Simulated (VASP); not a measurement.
A run of VASP 6.6.1 is set up as follows.

Contents of INCAR:

```
  PREC = Accurate
  ENCUT = 600
  EDIFF = 1E-7
  ISMEAR = 0
  SIGMA = 0.1
  LREAL = F
  LASPH = T
  NELM = 200
  ALGO = Normal
  ISIF = 4
  LWAVE = F
  LCHARG = F
  GGA = PE
  IBRION = 2
  NSW = 50
  EDIFFG = -0.01
  GGA_COMPAT = F
  NELMIN = 4
  LMAXMIX = 6
```

KPOINTS

```
regular mesh
0
Gamma
  10 10 8
```

POSCAR

```
PrScO
1.0
    3.6811531134      0.0000000000      0.0000000000
    0.0000000000      3.6811531134      0.0000000000
    0.0000000000      0.0000000000      4.1794317199
Pr Sc O
1 1 1
Direct
    0.0000000000      0.0000000000      0.5000000000
    0.5000000000      0.5000000000      0.0000000000
    0.5000000000      0.5000000000      0.5000000000
```

Potentials or basis: VASP PAW PBE potentials, release 64 (Pr_3, Sc_sv, O), 4f in core.

The run is started by

```console
$ cat potpaw_PBE.64/Pr_3/POTCAR potpaw_PBE.64/Sc_sv/POTCAR potpaw_PBE.64/O/POTCAR > POTCAR
$ mpirun -np 1 vasp_std > vasp.out
```

(1) Estimate the band gap on the k mesh.

## Answers

(1) zero (bands 14 and 15 overlap by 1.53 eV).

Caveat: spin-orbit coupling is left out, which moves the levels of the heavy elements; the 4f electrons are frozen in the core, so they carry no moment and show no levels; the run has no spin polarisation, though such a crystal can be magnetic.
